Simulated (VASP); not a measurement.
# Al2O3: single point with PBE

Crystal: Al2O3.

```
Al O
1.0
     2.46799    1.42489    4.37163
    -2.46799    1.42489    4.37163
     0.00000   -2.84979    4.37163
Al O
4 6
Direct
  0.85213 0.85213 0.85213
  0.64787 0.64787 0.64787
  0.14787 0.14787 0.14787
  0.35213 0.35213 0.35213
  0.05616 0.44384 0.75000
  0.75000 0.05616 0.44384
  0.44384 0.75000 0.05616
  0.94384 0.55616 0.25000
  0.25000 0.94384 0.55616
  0.55616 0.25000 0.94384
```

```
Program             : VASP 6.6.1
Task                : single point
Functional          : PBE
Potentials or basis : VASP PAW PBE potentials, release 64 (Al, O)
Cutoff              : 520 eV
k mesh              : 6 × 6 × 6
Occupations         : gaussian, width 0.05 eV
Spin                : no spin polarisation
```

- Pressure: -11.1 GPa
- Largest force: 0.175 eV/Å
- Band gap on the k mesh: 5.03 eV

Forces in eV/Å, atoms in the order of the input:
```
Al   0.000  0.000  0.175
Al   0.000  0.000 -0.175
Al   0.000  0.000 -0.175
Al   0.000  0.000  0.175
O   -0.111  0.000  0.000
O    0.056 -0.096  0.000
O    0.056  0.096  0.000
O    0.111  0.000  0.000
O   -0.056  0.096  0.000
O   -0.056 -0.096  0.000
```

Stress tensor (GPa, compression positive):
```
-14.57   0.00   0.00
  0.00 -14.57   0.00
  0.00   0.00  -4.17
```

Levels at points of the mesh, in eV from the valence-band top:
```csv
k point,band 21,band 22,band 23,band 24,band 25,band 26,band 27,band 28
"(0.00, 0.00, 0.00)",-0.56,-0.24,-0.24,0.00,5.03,8.17,9.64,10.56
"(0.50, 0.00, 0.00)",-0.91,-0.91,-0.32,-0.32,8.37,8.37,8.73,8.73
"(0.50, 0.50, 0.00)",-1.05,-1.01,-0.70,-0.31,8.60,8.83,8.83,9.50
"(0.50, 0.50, 0.50)",-0.55,-0.55,-0.55,-0.55,7.55,7.55,10.31,10.31
```

It took 3.1 min on 1 thread of Intel Xeon 8259CL, on a shared host, peak memory 0.26 GiB.

Caveat: the stress differs along the axes, from -15 to -4 GPa.
